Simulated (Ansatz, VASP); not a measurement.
Two plane-wave programs on Pd

```
Pd
1.0
     2.93862    0.00000    0.00000
    -1.46931    2.54492    0.00000
     0.00000    0.00000    4.15358
Pd
2
Direct
  0.66667 0.33333 0.75000
  0.33333 0.66667 0.25000
```

Alike in both runs: task single point; functional PBE; k mesh 21 × 21 × 12; occupations gaussian, width 0.15 eV; collinear spin.

|  | VASP | Ansatz |
| --- | --- | --- |
| version | VASP 6.6.1 | Ansatz 0.2.0 |
| potentials or method | VASP PAW PBE potentials, release 64 (Pd), cutoff 520 eV | scalar-relativistic, plane waves, PAW |
| valence electrons in the cell | 20 | 36 |

|  | VASP | Ansatz | Ansatz less VASP |
| --- | --- | --- | --- |
| gap on the k mesh at the Fermi level (eV) | none | none | - |
| pressure (GPa) | 1.5 | 1.9 | +0.33 |
| traceless stress, the component that is largest in VASP (GPa) | 6.84 | 6.93 | +0.088 |
| net moment per atom (μB) | 0.00 | 0.00 | 0.000 |

A gap of «none» marks a metal or a gap that the smearing closes. VASP's potentials hold 20 valence electrons a cell and Ansatz's 36, so a difference there can come from the potentials and not from the codes. Ansatz's warnings: seeded moment not kept.
